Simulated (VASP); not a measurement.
Runs of VASP 6.6.1 on InSb. The structure is that of space group I-4m2 (No. 119), or close to it. The cells are those of the table. 

```tsv
cell	gap on the mesh (eV)	pressure (GPa)
a = 4.768, b = 4.768, c = 4.581 Å, angles 61.3, 61.3, 57.4°, 2 atoms	none	-0.3
a = 4.673, b = 4.673, c = 4.764 Å, angles 59.4, 59.4, 61.3°, 2 atoms	-	-0.3
a = 4.595, b = 4.595, c = 4.214 Å, angles 62.7, 62.7, 54.6°, 2 atoms	none	8.3
a = 4.856, b = 4.856, c = 4.947 Å, angles 59.4, 59.4, 61.2°, 2 atoms	-	(a)
a = 4.401, b = 4.401, c = 4.581 Å, angles 58.6, 58.6, 62.7°, 2 atoms	-	8.1
```

Alike in all rows: task single point; level PBE; potentials or basis VASP PAW PBE potentials, release 64 (In_d, Sb); no spin polarisation; k mesh 12 × 12 × 12; cutoff (eV) 520; smearing gaussian 0.15 eV.

Question: Estimate the missing entries.

Answer: (a) -3.3.

Caveats: spin-orbit coupling is left out, which moves the levels of the heavy elements.

A k mesh can miss the band edges, and the runs leave out spin-orbit coupling on In, Sb.

A gap of «none» marks levels without a gap at the run's occupations.
